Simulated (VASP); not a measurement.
FeO (Wuestite): vibrations by perturbation theory with LDA

The system is FeO (Wuestite).

```xyz
2
Lattice="0.0000 2.1554 2.1554 2.1554 0.0000 2.1554 2.1554 2.1554 0.0000" Properties=species:S:1:pos:R:3 pbc="T T T"
Fe    0.0000    0.0000    0.0000
O     2.1554    2.1554    2.1554
```

```json
{"Program": "VASP 6.6.1", "Task": "vibrations by perturbation theory", "Functional": "LDA", "Potentials or basis": "VASP PAW LDA potentials, release 64 (Fe, O)", "Cutoff": "520 eV", "k mesh": "8 × 8 × 8", "Occupations": "fermi-dirac, width 0.05 eV", "Spin": "collinear spin, ferromagnetic start", "Starting moments": "[3.0, 0.0] μB", "Dipole correction": "no", "Further INCAR settings": "ALGO = Normal; EDIFF = 1e-08; IBRION = 8; NSW = 1"}
```

The net moment is 3.99 μB per cell, the site moments are Fe +3.56; O +0.32 μB and the valence electrons inside the program's atomic spheres are Fe 6.77; O 4.95. The highest phonon frequency at Γ, LO-TO splitting left out is 189 cm⁻¹.

Phonon frequencies in cm⁻¹ (negative: imaginary):
| q point | frequencies |
| --- | --- |
| (0.000, 0.000, 0.000) | -1 -1 -1 189 189 189 |

It took 38 s on 1 thread of Intel(R) Xeon(R) 6975P-C (Granite Rapids), with other jobs on the host, peak memory 0.2 GiB.

Caveat: the cell wasn't relaxed at this level first, which shifts response properties; a cell with one magnetic atom can't hold antiferromagnetic order, which such compounds often take.
